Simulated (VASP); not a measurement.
Crystal: OsPb2Cl4O2.

```
Os O Pb Cl
1.0
    -3.45458    3.45458    4.32440
     3.45458   -3.45458    4.32440
     3.45458    3.45458   -4.32440
Os O Pb Cl
1 2 2 4
Direct
  0.00000 0.00000 0.00000
  0.21200 0.21200 0.00000
  0.78800 0.78800 0.00000
  0.75000 0.25000 0.50000
  0.25000 0.75000 0.50000
  0.23000 0.23000 0.46000
  0.23000 0.77000 0.00000
  0.77000 0.77000 0.54000
  0.77000 0.23000 0.00000
```

Base run:

| Item | Value |
| --- | --- |
| Program | VASP 6.6.1 |
| Functional | PBEsol |
| Potentials or basis | VASP PAW PBE potentials, release 64 (Os, O, Pb_d, Cl) |
| Cutoff | 520 eV |
| k mesh | 4 × 4 × 4 |
| Occupations | fermi-dirac, width 0.0699 eV |
| Spin | no spin polarisation |

Its results: band gap on the k mesh zero (band 38 reaches 4.96 eV, above the bottom of band 39 at 4.38 eV); pressure 1.1 GPa; largest force 1.921 eV/Å.

Problem. The run is repeated on the same cell with these changes: functional from PBEsol to PBE. What comes out?

Solution. Band gap on the k mesh zero (band 38 reaches 5.12 eV, above the bottom of band 39 at 4.55 eV); pressure 4.3 GPa; largest force 2.258 eV/Å.

PBE binds less tightly than PBEsol, so the same cell stands under more pressure.

Caveats: spin-orbit coupling is left out, which moves the levels of the heavy elements; the PAW data sets were made with another functional, which shifts forces and pressure a little (some runs); forces of over 1 eV/Å act on the atoms, so gaps and moduli don't describe the material at rest (some runs).
